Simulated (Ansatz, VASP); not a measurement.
TePb: VASP beside Ansatz

INCAR

```
  ALGO = Normal
  EDIFF = 1E-7
  ENCUT = 520
  GGA = PE
  ISIF = 2
  ISMEAR = 0
  LASPH = True
  LCHARG = False
  LREAL = False
  LWAVE = False
  NBANDS = 17
  NELM = 80
  PREC = Accurate
  SIGMA = 0.05
```

The input KPOINTS:

```
k-points
0
Gamma
  8 8 8
```

Contents of POSCAR:

```
TePb
1.0
    0.0000000000      3.2270000000      3.2270000000
    3.2270000000      0.0000000000      3.2270000000
    3.2270000000      3.2270000000      0.0000000000
Te Pb
1 1
Direct
    0.5000000000      0.5000000000      0.5000000000
    0.0174310505     -0.0174310505      0.0174310505
```

Input for Ansatz:

```yaml
crystal:
  lattice:
    - [0.0, 3.227, 3.227]
    - [3.227, 0.0, 3.227]
    - [3.227, 3.227, 0.0]
  atoms:
    - { symbol: Te, position: [0.5, 0.5, 0.5] }
    - { symbol: Pb, position: [0.0174310505, -0.0174310505, 0.0174310505] }
basis:
  ecutwfc: 420
kpoints:
  mp_grid: { grid: [8, 8, 8] }
hamiltonian:
  xc: pbe
scf:
  occupations: { method: gaussian, width: 0.05 }
output:
  forces: true
  stress: true
  eigenvalues: true
```

Change from the starting cell: all Pb atoms moved +0.113 Å, as atom 2 along Cartesian [0 1 0].

Alike in both runs: task single point; functional PBE; k mesh 8 × 8 × 8; occupations gaussian, width 0.05 eV; no spin polarisation.

|  | VASP | Ansatz |
| --- | --- | --- |
| version | VASP 6.6.1 | Ansatz 0.2.0 |
| potentials or method | VASP PAW PBE potentials, release 64 (Te, Pb_d), cutoff 520 eV | scalar-relativistic, plane waves, PAW |
| valence electrons in the cell | 20 | 30 |

```csv
,VASP,Ansatz,Ansatz less VASP
gap on the k mesh at the Fermi level (eV),0.80,0.79,-0.005
least direct gap on the mesh (eV),0.80,0.79,-0.005
pressure (GPa),2.4,2.5,+0.04
"traceless stress, the component that is largest in VASP (GPa)",0.33,0.33,-0.003
rms of the force components (eV/Å),0.056,0.055,-0.0011
```

Atom by atom the forces differ by 0.001 eV/Å (rms over components). With one functional, cell and mesh, what is left measures potentials, basis and numerics. VASP's potentials hold 20 valence electrons a cell and Ansatz's 30, so a difference there can come from the potentials and not from the codes.

Neither program's run includes spin-orbit coupling.
